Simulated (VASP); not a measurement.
# Hg: single point with RPBE

The system is Hg.

```
CELL_PARAMETERS angstrom
0.00000 3.49844 3.49844
3.49844 0.00000 3.49844
3.49844 3.49844 0.00000
ATOMIC_POSITIONS crystal
Hg 0.00000 0.00000 0.00000
```

This cell differs from its parent crystal: volume scaled by 0.88.

- Program: VASP 6.6.1
- Task: single point
- Functional: RPBE
- Potentials or basis: VASP PAW PBE potentials, release 64 (Hg)
- Cutoff: 520 eV
- k mesh: 9 × 9 × 9
- Occupations: fermi-dirac, width 0.1 eV
- Spin: no spin polarisation
- Dipole correction: no
- Further INCAR settings: ALGO = Normal; EDIFF = 1e-06; NBANDS = 12

```
Pressure               : 0.1 GPa
Band gap on the k mesh : 4.05 eV, indirect (least direct gap 4.33 eV)
```

Levels at points of the mesh, in eV from the valence-band top:
| k point | band 3 | band 4 | band 5 | band 6 | band 7 | band 8 | band 9 | band 10 |
| --- | --- | --- | --- | --- | --- | --- | --- | --- |
| (0.00, 0.00, 0.00) | -3.45 | -3.42 | -3.42 | -1.18 | 8.20 | 8.20 | 8.20 | 9.08 |

Wall time 38 s on 1 thread of Intel(R) Xeon(R) Platinum 8375C CPU @ 2.90GHz (Ice Lake), with other jobs on the host, peak memory 0.24 GiB.

Caveat: the PAW data sets were made with another functional, which shifts forces and pressure a little; spin-orbit coupling is left out, which moves the levels of the heavy elements. A k mesh can miss the band edges.
